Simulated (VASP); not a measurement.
# CaI (P-6m2) in VASP: notebook

The runs below take CaI through single point, with PBE.

All numbers are computed with VASP 6.6.1; they aren't measurements. Logs are shortened: lines on timing, memory, paths and dates and some standing lists are left out, and cuts for length are marked.

## Step 1: The cell of the first run

It takes space group P-6m2 (No. 187, hexagonal). Conventional cell: a = 4.147 Å, b = 4.147 Å, c = 4.576 Å, α = 90.00°, β = 90.00°, γ = 120.00°. Within 4.4 Å of Ca (site symmetry -6m2) lie 6 I at 3.31 Å and 6 Ca at 4.15 Å. I (site symmetry -6m2) has 6 Ca at 3.31 Å and 6 I at 4.15 Å within 4.4 Å.

## Step 2: Single point, PBE

INCAR reads:

```
  PREC = Accurate
  ENCUT = 520
  EDIFF = 1E-6
  ISMEAR = 1
  SIGMA = 0.1
  LREAL = False
  LASPH = True
  NELM = 60
  ALGO = Normal
  ISIF = 2
  LWAVE = False
  LCHARG = False
  GGA = PE
  NBANDS = 16
```

KPOINTS reads:

```
Automatic mesh
0
Gamma
  7 7 6
```

POSCAR reads:

```
CaI
1.0
    4.1468200000      0.0000000000      0.0000000000
   -2.0734100000      3.5912520000      0.0000000000
    0.0000000000      0.0000000000      4.5762290000
Ca I
1 1
Direct
    0.0000000000      0.0000000000      0.5000000000
    0.6666666667      0.3333333333      0.0000000000
```

Potentials or basis: VASP PAW PBE potentials, release 64 (Ca_sv, I).

Command:

```
$ cat potpaw_PBE.64/Ca_sv/POTCAR potpaw_PBE.64/I/POTCAR > POTCAR
$ mpirun -np 1 vasp_std > vasp.out
```

OUTCAR:

```text
PREC = Accurate
   ENCUT = 520
   EDIFF = 1E-6
   ISMEAR = 1
   LREAL = False
   LASPH = True
   NELM = 60
   ISIF = 2
   GGA = PE

 ion  position               nearest neighbor table
   1  0.000  0.000  0.500-   2 3.31   2 3.31   2 3.31   2 3.31   2 3.31   2 3.31
   2  0.667  0.333  0.000-   1 3.31   1 3.31   1 3.31   1 3.31   1 3.31   1 3.31

  LATTYP: Found a hexagonal cell.
 ALAT       =     4.1468200000
 C/A-ratio  =     1.1035513960

  Lattice vectors:

 A1 = (   4.1468200000,   0.0000000000,   0.0000000000)
 A2 = (  -2.0734100000,   3.5912520000,   0.0000000000)
 A3 = (   0.0000000000,   0.0000000000,   4.5762290000)

Analysis of symmetry for initial positions (statically):
=====================================================================
 Subroutine PRICEL returns:
 Original cell was already a primitive cell.

 Routine SETGRP: Setting up the symmetry group for a
 hexagonal supercell.

 Subroutine GETGRP returns: Found 12 space group operations
 (whereof 12 operations were pure point group operations)
 out of a pool of 24 trial point group operations.

The static configuration has the point symmetry D_3h.

Analysis of symmetry for dynamics (positions and initial velocities):
=====================================================================
 Subroutine PRICEL returns:
 Original cell was already a primitive cell.

 Routine SETGRP: Setting up the symmetry group for a
 hexagonal supercell.

 Subroutine GETGRP returns: Found 12 space group operations
 (whereof 12 operations were pure point group operations)
 out of a pool of 24 trial point group operations.

The dynamic configuration has the point symmetry D_3h.

 Subroutine INISYM returns: Found 12 space group operations
 (whereof 12 operations are pure point group operations),
 and found     1 'primitive' translations

----------------------------------------------------------------------------------------

                                     Primitive cell

  volume of cell :      68.1505

  direct lattice vectors                    reciprocal lattice vectors
     4.146820000  0.000000000  0.000000000     0.241148639  0.139227211  0.000000000
    -2.073410000  3.591252000  0.000000000     0.000000000  0.278454422  0.000000000
     0.000000000  0.000000000  4.576229000     0.000000000  0.000000000  0.218520533

  length of vectors
     4.146820000  4.146820463  4.576229000     0.278454453  0.278454422  0.218520533

  position of ions in fractional coordinates (direct lattice)
     0.000000000  0.000000000  0.500000000
     0.666666667  0.333333333  0.000000000

  ion indices of the primitive-cell ions
   primitive index   ion index
                 1           1
                 2           2

----------------------------------------------------------------------------------------

 KPOINTS: Automatic mesh

Automatic generation of k-mesh.
 Grid dimensions read from file:
 generate k-points for:    7    7    6

 Generating k-lattice:

  Cartesian coordinates                     Fractional coordinates (reciprocal lattice)
     0.034449806  0.019889602  0.000000000     0.142857143  0.000000000  0.000000000
     0.000000000  0.039779203  0.000000000     0.000000000  0.142857143  0.000000000
     0.000000000  0.000000000  0.036420089     0.000000000  0.000000000  0.166666667

  Length of vectors
     0.039779208  0.039779203  0.036420089

  Shift w.r.t. Gamma in fractional coordinates (k-lattice)
     0.000000000  0.000000000  0.000000000

 Subroutine IBZKPT returns following result:
 ===========================================

 Found     32 irreducible k-points:

 Following reciprocal coordinates:
            Coordinates               Weight
  0.000000  0.000000  0.000000      1.000000
  0.142857  0.000000  0.000000      6.000000
  0.285714  0.000000  0.000000      6.000000
  0.428571  0.000000  0.000000      6.000000
  0.142857  0.142857  0.000000      6.000000
  0.285714  0.142857  0.000000     12.000000
[... 16 lines left out ...]
  0.428571  0.142857  0.333333     12.000000
  0.285714  0.285714  0.333333     12.000000
 [... further k-points ...]
   k-points           NKPTS =     32   k-points in BZ     NKDIM =     32   number of bands    NBANDS=     16
   number of dos      NEDOS =    301   number of ions     NIONS =      2
   total plane-waves  NPLWV =  36864
   dimension x,y,z NGX =    32 NGY =   32 NGZ =   36
   dimension x,y,z NGXF=    64 NGYF=   64 NGZF=   72
   ions per type =               1   1
   NGX,Y,Z   is equivalent  to a cutoff of  12.83, 12.83, 13.08 a.u.
   NGXF,Y,Z  is equivalent  to a cutoff of  25.66, 25.66, 26.16 a.u.
 SYSTEM =  unknown system
   PREC   = accura    normal or accurate (medium, high low for compatibility)
   ISTART =      0    job   : 0-new  1-cont  2-samecut
   ICHARG =      2    charge: 1-file 2-atom 10-const
   ISPIN  =      1    spin polarized calculation?
   LNONCOLLINEAR =      F non collinear calculations
   LSORBIT =      F    spin-orbit coupling
   LASPH  =      T    aspherical Exc in radial PAW
   ENCUT  =  520.0 eV  38.22 Ry    6.18 a.u.   7.71  7.71  8.51*2*pi/ulx,y,z
   NELM   =     60;   NELMIN=  2; NELMDL= -5     # of ELM steps
   EDIFF  = 0.1E-05   stopping-criterion for ELM
   LREAL  =      F    real-space projection
   EDIFFG = 0.1E-04   stopping-criterion for IOM
   NSW    =      0    number of steps for IOM
   IBRION =     -1    ionic relax: 0-MD 1-quasi-New 2-CG
   NFREE  =      0    steps in history (QN), initial steepest desc. (CG)
   ISIF   =      2    stress and relaxation
   ISYM   =      2    0-nonsym 1-usesym 2-fastsym
   POTIM  = 0.5000    time-step for ionic-motion
   TEBEG  =    0.0;   TEEND  =   0.0 temperature during run
   PSTRESS=    0.0 pullay stress
   NELECT =      17.0000    total number of electrons
   NUPDOWN=      -1.0000    fix difference up-down
   EMIN   =  10.00;   EMAX   =-10.00  energy-range for DOS
   EFERMI =   0.00;   METHOD = LEGACY
   ISMEAR =     1;   SIGMA  =   0.10  broadening in eV -4-tet -1-fermi 0-gaus
   EFERMI_NEDOS =   21; number of points for ismear=-14 and -15
   IALGO  =     38    algorithm
   IMIX   =      4    mixing-type and parameters
     AMIX     =   0.40;   BMIX     =  1.00
     AMIX_MAG =   1.60;   BMIX_MAG =  1.00
  volume/ion in A,a.u.               =      34.08       229.95
  Fermi-wavevector in a.u.,A,eV,Ry     =   1.030548  1.947453 14.449783  1.062029
  Thomas-Fermi vector in A             =   2.164652
   LORBIT       =      0    0 simple, 1 ext, 2 COOP (PROOUT), +10 PAW based schemes
   GGA     = PE    functional components
   LHFCALC =     F    Hartree Fock is set to
   AEXX    =    0.0000 exact exchange contribution
   IVDW    =     0    specifies the selected vdW correction
   LEPSILON=     F    determine dielectric tensor
   LRPA    =     F    only Hartree local field effects (RPA)
 non-spin polarized calculation
 Methfessel and Paxton  Order N= 1 SIGMA  =   0.10
  energy-cutoff  :      520.00
  volume of cell :       68.15
 maximum number of plane-waves:      1871
 NGX is ok and might be reduce to    32
   NGX = 15   NGY = 15   NGZ = 17

 number of electron      17.0000000 magnetization

 Free energy of the ion-electron system (eV)
  ---------------------------------------------------
  ext. energy  EPLUGINS =         0.00000000
  ---------------------------------------------------
  free energy    TOTEN  =        -5.39580508 eV

  energy without entropy =       -5.39517107  energy(sigma->0) =       -5.39559374

 E-fermi :   5.5712     XC(G=0):  -8.6950

 val. band max:        5.5518294845   @ k =   0.2857   0.0000   0.5000
 cond. band min:       5.6364646244   @ k =   0.2857   0.0000   0.3333
 fundamental gap:      0.0846351399
 Fermi energy:         5.5712375268

 k-point     1 :       0.0000    0.0000    0.0000
  band No.  band energies     occupation
      1     -36.8450      2.00000
      2     -17.9066      2.00000
      3     -17.8149      2.00000
      4     -17.8149      2.00000
      5      -9.5364      2.00000
      6       0.7845      2.00000
[... 8 lines left out ...]
     15      10.5616      0.00000
     16      10.9656      0.00000

 k-point     2 :       0.1429    0.0000    0.0000
  band No.  band energies     occupation
      1     -36.8441      2.00000
      2     -17.9044      2.00000
      3     -17.8282      2.00000
      4     -17.8179      2.00000
      5      -9.4506      2.00000
      6       0.8110      2.00000
[... 8 lines left out ...]
     15      10.2496      0.00000
     16      11.4696      0.00000

 k-point     3 :       0.2857    0.0000    0.0000
  band No.  band energies     occupation
      1     -36.8423      2.00000
      2     -17.8996      2.00000
      3     -17.8577      2.00000
      4     -17.8245      2.00000
      5      -9.2458      2.00000
      6       0.0423      2.00000
[... 8 lines left out ...]
     15      10.4582      0.00000
     16      11.1598      0.00000

 k-point     4 :       0.4286    0.0000    0.0000
  band No.  band energies     occupation
      1     -36.8408      2.00000
      2     -17.8958      2.00000
      3     -17.8812      2.00000
      4     -17.8299      2.00000
      5      -9.0673      2.00000
      6      -0.6942      2.00000
[... 8 lines left out ...]
     15       9.6795      0.00000
     16      11.0223      0.00000
[... 324 lines left out ...]
 k-point    22 :       0.2857    0.1429    0.3333
  band No.  band energies     occupation
      1     -36.8407      2.00000
      2     -17.9124      2.00000
      3     -17.8656      2.00000
      4     -17.8321      2.00000
      5      -9.0498      2.00000
      6      -0.1325      2.00000
[... 8 lines left out ...]
     15       9.9313      0.00000
     16      10.3672      0.00000

 k-point    23 :       0.4286    0.1429    0.3333
  band No.  band energies     occupation
      1     -36.8400      2.00000
      2     -17.9091      2.00000
      3     -17.8749      2.00000
      4     -17.8364      2.00000
      5      -8.9797      2.00000
      6      -0.3890      2.00000
[... 8 lines left out ...]
     15       9.8132      0.00000
     16      10.0629      0.00000

 k-point    24 :       0.2857    0.2857    0.3333
  band No.  band energies     occupation
      1     -36.8398      2.00000
      2     -17.9084      2.00000
      3     -17.8664      2.00000
      4     -17.8483      2.00000
      5      -8.9629      2.00000
      6      -0.1197      2.00000
[... 8 lines left out ...]
     15       9.7970      0.00000
     16      10.8838      0.00000

 [... further k-points ...]

------------------------ aborting loop because EDIFF is reached ----------------------------------------

  FORCE on cell =-STRESS in cart. coord.  units (eV):
  Direction    XX          YY          ZZ          XY          YZ          ZX
  --------------------------------------------------------------------------------------
  -------------------------------------------------------------------------------------
  Total       -0.1038724     -0.1038724      0.1354813     -0.0000000      0.0000000      0.0000000
  in kB       -2.4419792     -2.4419799      3.1850850     -0.0000000      0.0000000      0.0000000
  external PRESSURE =      -0.5662914 kB  Pullay stress =       0.0000000 kB

 VOLUME and BASIS-vectors are now :
 -----------------------------------------------------------------------------
  energy-cutoff  :      520.00
  volume of cell :       68.15
      direct lattice vectors                 reciprocal lattice vectors
     4.146820000  0.000000000  0.000000000     0.241148639  0.139227211  0.000000000
    -2.073410000  3.591252000  0.000000000     0.000000000  0.278454422  0.000000000
     0.000000000  0.000000000  4.576229000     0.000000000  0.000000000  0.218520533

 POSITION                                       TOTAL-FORCE (eV/Angst)
 -----------------------------------------------------------------------------------
      0.00000      0.00000      2.28811         0.000000      0.000000      0.000000
      2.07341      1.19708      0.00000        -0.000000     -0.000000      0.000000
 -----------------------------------------------------------------------------------
    total drift:                               -0.000000     -0.000002      0.000000

  FREE ENERGIE OF THE ION-ELECTRON SYSTEM (eV)
  ---------------------------------------------------
  free  energy   TOTEN  =        -5.3958050768 eV

  energy  without entropy=       -5.3951710728  energy(sigma->0) =       -5.39559374
```

It took 24 s on 1 thread of Intel Xeon Platinum 8259CL at 2.50GHz (Skylake/Cascade Lake), shared host; peak memory 0.2 GiB.

Results:

```
Free energy : -5.3958 eV
Pressure    : -0.1 GPa
```

Levels at points of the mesh, in eV from the Fermi level:
```
           k point  band 5  band 6  band 7  band 8  band 9  band 10  band 11  band 12  band 13  band 14
(0.00, 0.00, 0.00)  -15.11   -4.79   -3.63   -3.63   -1.43     0.65     2.26     2.26     2.47     2.47
(0.00, 0.00, 0.50)  -14.89   -6.56   -3.52   -3.52    1.43     1.50     1.50     2.23     2.23     2.27
```

Caveat: spin-orbit coupling is left out, which moves the levels of the heavy elements; an odd number of electrons without spin polarisation forces a metal; a magnetic or distorted state may lie lower.

## Step 3: Single point, PBE

INCAR reads:

```
SYSTEM = CaI
PREC = Accurate ; ENCUT = 520
EDIFF = 1E-6 ; ISMEAR = 1
SIGMA = 0.05 ; LREAL = .False.
LASPH = .True. ; NELM = 80
ALGO = Normal ; ISIF = 2
LWAVE = .False. ; LCHARG = .False.
GGA = PE ; NBANDS = 16
```

KPOINTS reads:

```
regular mesh
0
Gamma
  7 7 6
  0 0 0
```

POSCAR is that of step 2.

Potentials or basis: VASP PAW PBE potentials, release 64 (Ca_sv, I).

Command:

```
$ cat potpaw_PBE.64/Ca_sv/POTCAR potpaw_PBE.64/I/POTCAR > POTCAR
$ mpirun -np 1 vasp_std > vasp.out
```

Run time: 25 s. Hardware: 1 thread of Intel Xeon Platinum 8259CL at 2.50GHz (Skylake/Cascade Lake), shared host; peak memory 0.2 GiB.

Results (log left out):

| Quantity | Value |
| --- | --- |
| Free energy | -5.3954 eV |
| Pressure | -0.1 GPa |

Stress tensor (GPa, compression positive):
```
-0.25  0.00  0.00
 0.00 -0.25  0.00
 0.00  0.00  0.33
```

Levels at points of the mesh, in eV from the Fermi level:
```
           k point  band 5  band 6  band 7  band 8  band 9  band 10  band 11  band 12  band 13  band 14
(0.00, 0.00, 0.00)  -15.09   -4.77   -3.62   -3.62   -1.42     0.66     2.27     2.27     2.48     2.48
(0.00, 0.00, 0.50)  -14.88   -6.54   -3.50   -3.50    1.44     1.52     1.52     2.24     2.24     2.29
```

Caveat: spin-orbit coupling is left out, which moves the levels of the heavy elements; an odd number of electrons without spin polarisation forces a metal; a magnetic or distorted state may lie lower.

## Step 4: Single point, PBE

INCAR reads:

```
SYSTEM = CaI
PREC = Accurate
ENCUT = 520
EDIFF = 1E-6
ISMEAR = 1
SIGMA = 0.025
LREAL = .False.
LASPH = .True.
NELM = 80
ALGO = Normal
ISIF = 2
LWAVE = .False.
LCHARG = .False.
GGA = PE
NBANDS = 16
```

KPOINTS reads:

```
Automatic mesh
0
Gamma
  7 7 6
  0 0 0
```

POSCAR is that of step 3.

Command:

```
$ cat potpaw_PBE.64/Ca_sv/POTCAR potpaw_PBE.64/I/POTCAR > POTCAR
$ mpirun -np 1 vasp_std > vasp.out
```

Wall time 27 s (1 thread of Intel Xeon Platinum 8259CL at 2.50GHz (Skylake/Cascade Lake), shared host); peak memory 0.2 GiB.

Results (log left out):

```
Free energy : -5.3948 eV
Pressure    : -0.1 GPa
```

Stress tensor (GPa, compression positive):
```
-0.26  0.00  0.00
 0.00 -0.26  0.00
 0.00  0.00  0.30
```

Levels at points of the mesh, in eV from the Fermi level:
```csv
k point,band 5,band 6,band 7,band 8,band 9,band 10,band 11,band 12,band 13,band 14
"(0.00, 0.00, 0.00)",-15.09,-4.77,-3.61,-3.61,-1.42,0.67,2.27,2.27,2.48,2.48
"(0.00, 0.00, 0.50)",-14.87,-6.54,-3.50,-3.50,1.45,1.52,1.52,2.25,2.25,2.29
```

Caveat: spin-orbit coupling is left out, which moves the levels of the heavy elements; an odd number of electrons without spin polarisation forces a metal; a magnetic or distorted state may lie lower.

## Step 5: The runs side by side

```csv
smearing,gap on the mesh (eV),pressure (GPa)
methfessel-paxton 0.1 eV,none,-0.1
methfessel-paxton 0.05 eV,none,-0.1
methfessel-paxton 0.025 eV,none,-0.1
```

Alike in all rows: task single point; level PBE; potentials or basis VASP PAW PBE potentials, release 64 (Ca_sv, I); no spin polarisation; cell as given; k mesh 7 × 7 × 6; cutoff (eV) 520.

Every run on the cell as given and a fine mesh finds a metal.

Caveats: spin-orbit coupling is left out, which moves the levels of the heavy elements; an odd number of electrons without spin polarisation forces a metal; a magnetic or distorted state may lie lower.

Absolute energies hang on the potentials; compare differences alone.
